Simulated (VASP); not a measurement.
Wanted: the native input for a VASP 6.6.1 run.

```yaml
Task: relaxation of the atoms
Functional: PBEsol
Potentials_or_basis: VASP PAW PBE potentials, release 64 (Sn_d, Se)
Cutoff: 520 eV
k_mesh: 10 × 10 × 10
Occupations: fermi-dirac, width 0.05 eV
Spin: no spin polarisation
Dipole_correction: no
Further_INCAR_settings: ALGO = Normal; EDIFF = 1e-06; IBRION = 2; EDIFFG = -0.01; NSW = 50
```

The structure of SnSe lies in POSCAR:

```
SnSe
1.0
    0.0000000000      2.8516882363      2.8516882363
    2.8516882363      0.0000000000      2.8516882363
    2.8516882363      2.8516882363      0.0000000000
Sn Se
1 1
Direct
    0.0000000000      0.0000000000      0.0000000000
    0.5000000000      0.5000000000      0.5000000000
```

One way to write it, as run:

INCAR

```
PREC = Accurate ; ENCUT = 520
EDIFF = 1E-6 ; ISMEAR = -1
SIGMA = 0.05 ; LREAL = False
LASPH = True ; NELM = 60
ALGO = Normal ; ISIF = 2
LWAVE = False ; LCHARG = False
GGA = PS ; IBRION = 2
NSW = 50 ; EDIFFG = -0.01
```

KPOINTS

```
regular mesh
0
Gamma
  10 10 10
```

Potentials or basis: VASP PAW PBE potentials, release 64 (Sn_d, Se).

Command:

```sh
$ cat potpaw_PBE.64/Sn_d/POTCAR potpaw_PBE.64/Se/POTCAR > POTCAR
$ mpirun -np 1 vasp_std > vasp.out
```

Results of the run:

```yaml
Pressure_after_relaxing: 9.3 GPa
Band_gap_on_the_k_mesh: 0.21 eV, indirect (least direct gap 0.49 eV)
```

Caveat: the relaxation stopped at its first step, so nothing moved; the PAW data sets were made with another functional, which shifts forces and pressure a little; spin-orbit coupling is left out, which moves the levels of the heavy elements.

Wall time 35 s on 1 thread of AMD EPYC 7R13, with other jobs on the host, peak memory 0.16 GiB.
